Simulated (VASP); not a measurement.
# Pt (Im-3m) in VASP: notebook

Runs on Pt. Level: PBEsol. Tasks: single point, relaxation of cell and atoms.

Everything below comes from runs of VASP 6.6.1. Logs are shortened: lines on timing, memory, paths and dates and some standing lists are left out, and cuts for length are marked.

## Step 1: The cell of the first run

It takes space group Im-3m (No. 229, cubic). Conventional cell: a = 3.122 Å, b = 3.122 Å, c = 3.122 Å, α = 90.00°, β = 90.00°, γ = 90.00°. Within 3.6 Å of Pt (site symmetry m-3m) lie 14 Pt at 2.70 to 3.12 Å.

This isn't the form of Pt at room conditions, which is fcc.

## Step 2: Single point, PBEsol

INCAR reads:

```
SYSTEM = Pt
  PREC = Accurate
  ENCUT = 500
  EDIFF = 1E-6
  ISMEAR = -1
  SIGMA = 0.1
  LREAL = .False.
  LASPH = .True.
  NELM = 120
  ALGO = Normal
  ISIF = 2
  LWAVE = .False.
  LCHARG = .False.
  GGA = PS
  NBANDS = 11
  GGA_COMPAT = .False.
```

KPOINTS reads:

```
Automatic mesh
0
Gamma
  20 20 20
  0 0 0
```

POSCAR reads:

```
Pt
1.0
   -1.5608663556      1.5608663556      1.5608663556
    1.5608663556     -1.5608663556      1.5608663556
    1.5608663556      1.5608663556     -1.5608663556
Pt
1
Direct
    0.0000000000      0.0000000000      0.0000000000
```

Potentials or basis: VASP PAW PBE potentials, release 64 (Pt).

Launch:

```sh
cat potpaw_PBE.64/Pt/POTCAR > POTCAR
mpirun -np 1 vasp_std > vasp.out
```

OUTCAR:

```text
SYSTEM = Pt
   PREC = Accurate
   ENCUT = 500
   EDIFF = 1E-6
   ISMEAR = -1
   LREAL = .False.
   LASPH = .True.
   NELM = 120
   ISIF = 2
   GGA = PS

 ion  position               nearest neighbor table
   1  0.000  0.000  0.000-

  LATTYP: Found a body centered cubic cell.
 ALAT       =     3.1217327112

  Lattice vectors:

 A1 = (  -1.5608663556,   1.5608663556,   1.5608663556)
 A2 = (   1.5608663556,  -1.5608663556,   1.5608663556)
 A3 = (   1.5608663556,   1.5608663556,  -1.5608663556)

Analysis of symmetry for initial positions (statically):
=====================================================================
 Subroutine PRICEL returns:
 Original cell was already a primitive cell.

 Routine SETGRP: Setting up the symmetry group for a
 body centered cubic supercell.

 Subroutine GETGRP returns: Found 48 space group operations
 (whereof 48 operations were pure point group operations)
 out of a pool of 48 trial point group operations.

The static configuration has the point symmetry O_h .

Analysis of symmetry for dynamics (positions and initial velocities):
=====================================================================
 Subroutine PRICEL returns:
 Original cell was already a primitive cell.

 Routine SETGRP: Setting up the symmetry group for a
 body centered cubic supercell.

 Subroutine GETGRP returns: Found 48 space group operations
 (whereof 48 operations were pure point group operations)
 out of a pool of 48 trial point group operations.

The dynamic configuration has the point symmetry O_h .

 Subroutine INISYM returns: Found 48 space group operations
 (whereof 48 operations are pure point group operations),
 and found     1 'primitive' translations

----------------------------------------------------------------------------------------

                                     Primitive cell

  volume of cell :      15.2110

  direct lattice vectors                    reciprocal lattice vectors
    -1.560866356  1.560866356  1.560866356     0.000000000  0.320334921  0.320334921
     1.560866356 -1.560866356  1.560866356     0.320334921  0.000000000  0.320334921
     1.560866356  1.560866356 -1.560866356     0.320334921  0.320334921  0.000000000

  length of vectors
     2.703499832  2.703499832  2.703499832     0.453021989  0.453021989  0.453021989

  position of ions in fractional coordinates (direct lattice)
     0.000000000  0.000000000  0.000000000

  ion indices of the primitive-cell ions
   primitive index   ion index
                 1           1

----------------------------------------------------------------------------------------

 KPOINTS: Automatic mesh

Automatic generation of k-mesh.
 Grid dimensions read from file:
 generate k-points for:   20   20   20

 Generating k-lattice:

  Cartesian coordinates                     Fractional coordinates (reciprocal lattice)
     0.000000000  0.016016746  0.016016746     0.050000000  0.000000000  0.000000000
     0.016016746  0.000000000  0.016016746     0.000000000  0.050000000  0.000000000
     0.016016746  0.016016746  0.000000000     0.000000000  0.000000000  0.050000000

  Length of vectors
     0.022651099  0.022651099  0.022651099

  Shift w.r.t. Gamma in fractional coordinates (k-lattice)
     0.000000000  0.000000000  0.000000000

 Subroutine IBZKPT returns following result:
 ===========================================

 Found    256 irreducible k-points:

 Following reciprocal coordinates:
            Coordinates               Weight
  0.000000  0.000000  0.000000      1.000000
  0.050000  0.000000  0.000000     12.000000
  0.100000  0.000000  0.000000     12.000000
  0.150000  0.000000  0.000000     12.000000
  0.200000  0.000000  0.000000     12.000000
  0.250000  0.000000  0.000000     12.000000
[... 16 lines left out ...]
  0.200000  0.100000 -0.000000     48.000000
  0.250000  0.100000 -0.000000     48.000000
 [... further k-points ...]
   k-points           NKPTS =    256   k-points in BZ     NKDIM =    256   number of bands    NBANDS=     11
   number of dos      NEDOS =    301   number of ions     NIONS =      1
   total plane-waves  NPLWV =   8000
   dimension x,y,z NGX =    20 NGY =   20 NGZ =   20
   dimension x,y,z NGXF=    40 NGYF=   40 NGZF=   40
   ions per type =               1
   NGX,Y,Z   is equivalent  to a cutoff of  12.30, 12.30, 12.30 a.u.
   NGXF,Y,Z  is equivalent  to a cutoff of  24.60, 24.60, 24.60 a.u.
 SYSTEM =  Pt
   PREC   = accura    normal or accurate (medium, high low for compatibility)
   ISTART =      0    job   : 0-new  1-cont  2-samecut
   ICHARG =      2    charge: 1-file 2-atom 10-const
   ISPIN  =      1    spin polarized calculation?
   LNONCOLLINEAR =      F non collinear calculations
   LSORBIT =      F    spin-orbit coupling
   LASPH  =      T    aspherical Exc in radial PAW
   ENCUT  =  500.0 eV  36.75 Ry    6.06 a.u.   4.93  4.93  4.93*2*pi/ulx,y,z
   NELM   =    120;   NELMIN=  2; NELMDL= -5     # of ELM steps
   EDIFF  = 0.1E-05   stopping-criterion for ELM
   LREAL  =      F    real-space projection
   EDIFFG = 0.1E-04   stopping-criterion for IOM
   NSW    =      0    number of steps for IOM
   IBRION =     -1    ionic relax: 0-MD 1-quasi-New 2-CG
   NFREE  =      0    steps in history (QN), initial steepest desc. (CG)
   ISIF   =      2    stress and relaxation
   ISYM   =      2    0-nonsym 1-usesym 2-fastsym
   POTIM  = 0.5000    time-step for ionic-motion
   TEBEG  =    0.0;   TEEND  =   0.0 temperature during run
   PSTRESS=    0.0 pullay stress
   NELECT =      10.0000    total number of electrons
   NUPDOWN=      -1.0000    fix difference up-down
   EMIN   =  10.00;   EMAX   =-10.00  energy-range for DOS
   EFERMI =   0.00;   METHOD = LEGACY
   ISMEAR =    -1;   SIGMA  =   0.10  broadening in eV -4-tet -1-fermi 0-gaus
   EFERMI_NEDOS =   21; number of points for ismear=-14 and -15
   IALGO  =     38    algorithm
   IMIX   =      4    mixing-type and parameters
     AMIX     =   0.40;   BMIX     =  1.00
     AMIX_MAG =   1.60;   BMIX_MAG =  1.00
  volume/ion in A,a.u.               =      15.21       102.65
  Fermi-wavevector in a.u.,A,eV,Ry     =   1.423494  2.690014 27.569981  2.026336
  Thomas-Fermi vector in A             =   2.544086
   LORBIT       =      0    0 simple, 1 ext, 2 COOP (PROOUT), +10 PAW based schemes
   GGA     = PS    functional components
   LHFCALC =     F    Hartree Fock is set to
   AEXX    =    0.0000 exact exchange contribution
   IVDW    =     0    specifies the selected vdW correction
   LEPSILON=     F    determine dielectric tensor
   LRPA    =     F    only Hartree local field effects (RPA)
 non-spin polarized calculation
  energy-cutoff  :      500.00
  volume of cell :       15.21
 maximum number of plane-waves:       402
   NGX =  9   NGY =  9   NGZ =  9

 number of electron      10.0000000 magnetization

 number of electron       9.9999997 magnetization

 Free energy of the ion-electron system (eV)
  ---------------------------------------------------
  ext. energy  EPLUGINS =         0.00000000
  ---------------------------------------------------
  free energy    TOTEN  =        -6.87006941 eV

  energy without entropy =       -6.84061992  energy(sigma->0) =       -6.85534466

 E-fermi :  10.7044     XC(G=0): -13.5704

 val. band max:       10.7013052480   @ k =  -0.3500   0.4500   0.2500
 cond. band min:      10.7096932643   @ k =  -0.4000  -0.4500   0.0500
 fundamental gap:      0.0083880163
 Fermi energy:        10.7044435694

 k-point     1 :       0.0000    0.0000    0.0000
  band No.  band energies     occupation
      1       0.7447      2.00000
      2       7.0121      2.00000
      3       7.0121      2.00000
      4       7.0121      2.00000
      5       9.6671      1.99994
      6       9.6671      1.99994
      7      27.7800      0.00000
      8      27.7800      0.00000
      9      27.7800      0.00000
     10      38.2692      0.00000
     11      38.2692      0.00000

 k-point     2 :       0.0500    0.0000    0.0000
  band No.  band energies     occupation
      1       0.8508      2.00000
      2       6.9690      2.00000
      3       7.0119      2.00000
      4       7.0985      2.00000
      5       9.6092      1.99996
      6       9.6698      1.99994
      7      27.8357      0.00000
      8      27.8850      0.00000
      9      27.9385      0.00000
     10      36.6261      0.00000
     11      37.2159      0.00000

 k-point     3 :       0.1000    0.0000    0.0000
  band No.  band energies     occupation
      1       1.1618      2.00000
      2       6.8457      2.00000
      3       7.0057      2.00000
      4       7.3545      2.00000
      5       9.4642      1.99999
      6       9.6793      1.99993
      7      27.9483      0.00000
      8      28.0978      0.00000
      9      28.4048      0.00000
     10      35.0181      0.00000
     11      35.5548      0.00000

 k-point     4 :       0.1500    0.0000    0.0000
  band No.  band energies     occupation
      1       1.6532      2.00000
      2       6.6598      2.00000
      3       6.9842      2.00000
      4       7.7705      2.00000
      5       9.3044      2.00000
      6       9.6988      1.99991
      7      27.9372      0.00000
      8      28.0553      0.00000
      9      29.1529      0.00000
     10      33.9459      0.00000
     11      34.0915      0.00000
[... 239 lines left out ...]
 k-point    22 :       0.1500    0.1000    0.0000
  band No.  band energies     occupation
      1       2.5474      2.00000
      2       6.4744      2.00000
      3       6.7037      2.00000
      4       8.6996      2.00000
      5       9.0729      2.00000
      6       9.8308      1.99968
      7      27.2015      0.00000
      8      27.5497      0.00000
      9      29.6951      0.00000
     10      31.5205      0.00000
     11      33.9494      0.00000

 k-point    23 :       0.2000    0.1000   -0.0000
  band No.  band energies     occupation
      1       3.1920      2.00000
      2       6.2466      2.00000
      3       6.7139      2.00000
      4       9.0545      2.00000
      5       9.4351      1.99999
      6       9.9070      1.99931
      7      25.4621      0.00000
      8      26.8326      0.00000
      9      30.1424      0.00000
     10      30.8437      0.00000
     11      34.6484      0.00000

 k-point    24 :       0.2500    0.1000   -0.0000
  band No.  band energies     occupation
      1       3.7140      2.00000
      2       6.0258      2.00000
      3       6.9521      2.00000
      4       9.1422      2.00000
      5       9.9319      1.99912
      6      10.3056      1.96360
      7      23.4206      0.00000
      8      25.9783      0.00000
      9      29.1248      0.00000
     10      31.8284      0.00000
     11      35.6189      0.00000

 [... further k-points ...]

------------------------ aborting loop because EDIFF is reached ----------------------------------------

  FORCE on cell =-STRESS in cart. coord.  units (eV):
  Direction    XX          YY          ZZ          XY          YZ          ZX
  --------------------------------------------------------------------------------------
  -------------------------------------------------------------------------------------
  Total       -0.0333445     -0.0333445     -0.0333445      0.0000000     -0.0000000      0.0000000
  in kB       -3.5121833     -3.5121833     -3.5121833      0.0000000     -0.0000000      0.0000000
  external PRESSURE =      -3.5121833 kB  Pullay stress =       0.0000000 kB

 VOLUME and BASIS-vectors are now :
 -----------------------------------------------------------------------------
  energy-cutoff  :      500.00
  volume of cell :       15.21
      direct lattice vectors                 reciprocal lattice vectors
    -1.560866356  1.560866356  1.560866356     0.000000000  0.320334921  0.320334921
     1.560866356 -1.560866356  1.560866356     0.320334921  0.000000000  0.320334921
     1.560866356  1.560866356 -1.560866356     0.320334921  0.320334921  0.000000000

 POSITION                                       TOTAL-FORCE (eV/Angst)
 -----------------------------------------------------------------------------------
      0.00000      0.00000      0.00000         0.000000     -0.000000      0.000000
 -----------------------------------------------------------------------------------
    total drift:                                0.000000     -0.000000     -0.000000

  FREE ENERGIE OF THE ION-ELECTRON SYSTEM (eV)
  ---------------------------------------------------
  free  energy   TOTEN  =        -6.8700694058 eV

  energy  without entropy=       -6.8406199240  energy(sigma->0) =       -6.85534466
```

Run time: 15 s. Hardware: 1 thread of AMD EPYC 9R45 (Zen 5), shared host; peak memory 0.12 GiB.

Results:

| Property | Result |
| --- | --- |
| Free energy | -6.8701 eV |
| Pressure | -0.4 GPa |
| Band gap on the k mesh | zero (bands 5 and 6 overlap by 2.26 eV) |

Caveat: the PAW data sets were made with another functional, which shifts forces and pressure a little; spin-orbit coupling is left out, which moves the levels of the heavy elements.

## Step 3: Relaxation of cell and atoms, PBEsol

This run uses another cell than the first one, of 15.04 Å³/atom.

INCAR reads:

```
PREC = Accurate
ENCUT = 500
EDIFF = 1E-7
ISMEAR = -1
SIGMA = 0.1
LREAL = False
LASPH = True
NELM = 120
ALGO = Normal
ISIF = 3
LWAVE = False
LCHARG = False
GGA = PS
IBRION = 2
NSW = 80
EDIFFG = -0.03
GGA_COMPAT = False
NELMIN = 4
```

KPOINTS reads:

```
regular mesh
0
Gamma
  20 20 20
```

POSCAR reads:

```
Pt
1.0
   -1.5550000000      1.5550000000      1.5550000000
    1.5550000000     -1.5550000000      1.5550000000
    1.5550000000      1.5550000000     -1.5550000000
Pt
1
Direct
    0.0000000000      0.0000000000      0.0000000000
```

Potentials or basis: VASP PAW PBE potentials, release 64 (Pt).

Launch:

```sh
cat potpaw_PBE.64/Pt/POTCAR > POTCAR
mpirun -np 1 vasp_std > vasp.out
```

OUTCAR:

```text
PREC = Accurate
   ENCUT = 500
   EDIFF = 1E-7
   ISMEAR = -1
   LREAL = False
   LASPH = True
   NELM = 120
   ISIF = 3
   GGA = PS
   IBRION = 2
   NSW = 80
   EDIFFG = -0.03
   NELMIN = 4

 ion  position               nearest neighbor table
   1  0.000  0.000  0.000-

  LATTYP: Found a body centered cubic cell.
 ALAT       =     3.1100000000

  Lattice vectors:

 A1 = (  -1.5550000000,   1.5550000000,   1.5550000000)
 A2 = (   1.5550000000,  -1.5550000000,   1.5550000000)
 A3 = (   1.5550000000,   1.5550000000,  -1.5550000000)

Analysis of symmetry for initial positions (statically):
=====================================================================
 Subroutine PRICEL returns:
 Original cell was already a primitive cell.

 Routine SETGRP: Setting up the symmetry group for a
 body centered cubic supercell.

 Subroutine GETGRP returns: Found 48 space group operations
 (whereof 48 operations were pure point group operations)
 out of a pool of 48 trial point group operations.

The static configuration has the point symmetry O_h .

Analysis of symmetry for dynamics (positions and initial velocities):
=====================================================================
 Subroutine PRICEL returns:
 Original cell was already a primitive cell.
[... 166 lines left out ...]
  external PRESSURE =      28.5516575 kB  Pullay stress =       0.0000000 kB
[... 57 lines left out ...]
--------------------------------------- Ionic step        3  -------------------------------------------

 number of electron       9.9999997 magnetization

 Free energy of the ion-electron system (eV)
  ---------------------------------------------------
  ext. energy  EPLUGINS =         0.00000000
  ---------------------------------------------------
  free energy    TOTEN  =        -6.86996247 eV

  energy without entropy =       -6.84058352  energy(sigma->0) =       -6.85527300

 E-fermi :  10.7262     XC(G=0): -13.5773

 val. band max:       10.7232509583   @ k =  -0.3500   0.4500   0.2500
 cond. band min:      10.7316948209   @ k =  -0.4000  -0.4500   0.0500
 fundamental gap:      0.0084438626
 Fermi energy:        10.7262273203

 k-point     1 :       0.0000    0.0000    0.0000
  band No.  band energies     occupation
      1       0.7540      2.00000
      2       7.0273      2.00000
      3       7.0273      2.00000
      4       7.0273      2.00000
      5       9.6868      1.99994
      6       9.6868      1.99994
      7      27.8012      0.00000
      8      27.8012      0.00000
      9      27.8012      0.00000
[... 265 lines left out ...]
 k-point    24 :       0.2500    0.1000   -0.0000
  band No.  band energies     occupation
      1       3.7255      2.00000
      2       6.0390      2.00000
      3       6.9670      2.00000
      4       9.1610      2.00000
      5       9.9524      1.99913
      6      10.3267      1.96386
      7      23.4534      0.00000
      8      26.0048      0.00000
      9      29.1607      0.00000

 [... further k-points ...]

------------------------ aborting loop because EDIFF is reached ----------------------------------------

  FORCE on cell =-STRESS in cart. coord.  units (eV):
  Direction    XX          YY          ZZ          XY          YZ          ZX
  --------------------------------------------------------------------------------------
  -------------------------------------------------------------------------------------
  Total       -0.0021521     -0.0021521     -0.0021521      0.0000000      0.0000000     -0.0000000
  in kB       -0.2269530     -0.2269530     -0.2269530      0.0000000      0.0000000     -0.0000000
  external PRESSURE =      -0.2269530 kB  Pullay stress =       0.0000000 kB
[... 16 lines left out ...]
  FREE ENERGIE OF THE ION-ELECTRON SYSTEM (eV)
  ---------------------------------------------------
  free  energy   TOTEN  =        -6.8699624680 eV

  energy  without entropy=       -6.8405835246  energy(sigma->0) =       -6.85527300

 reached required accuracy - stopping structural energy minimisation
```

CONTCAR:

```text
Pt
   1.00000000000000
    -1.5602531304615608    1.5602531304615608    1.5602531304615608
     1.5602531304615608   -1.5602531304615608    1.5602531304615608
     1.5602531304615608    1.5602531304615608   -1.5602531304615608
  Pt
     1
Direct
     0.0000000000000000    0.0000000000000000    0.0000000000000000

  0.00000000E+00  0.00000000E+00  0.00000000E+00
```

Wall time 32 s (1 thread of AMD EPYC 9R45 (Zen 5), shared host); peak memory 0.13 GiB.

What came out:

| Quantity | Value |
| --- | --- |
| Free energy | -6.8700 eV |
| Relaxed volume | 15.19 Å³/atom |
| Relaxed cell | a = 2.702 Å, b = 2.702 Å, c = 2.702 Å, α = 109.47°, β = 109.47°, γ = 109.47° |
| Space group after relaxing (to 0.1 Å) | Im-3m (No. 229) |
| Energy gained by relaxing | 1.3 meV/atom |
| Ionic steps | 3 |
| Pressure after relaxing | 0.0 GPa |
| Band gap on the k mesh | zero (bands 5 and 6 overlap by 2.27 eV) |

Step by step:
```
step  energy change (eV)  largest force (eV/Å)  pressure (GPa)  volume (Å³)
   1              0.0000                0.0000            2.86        15.04
   2              0.0090                0.0000           -7.30        15.63
   3             -0.0013                0.0000           -0.02        15.19
```

Final structure:
```yaml
crystal:
  lattice:
    - [-1.56025, 1.56025, 1.56025]
    - [1.56025, -1.56025, 1.56025]
    - [1.56025, 1.56025, -1.56025]
  atoms:
    - { symbol: Pt, position: [0.00000, 0.00000, 0.00000] }
```

Caveat: the PAW data sets were made with another functional, which shifts forces and pressure a little; spin-orbit coupling is left out, which moves the levels of the heavy elements.
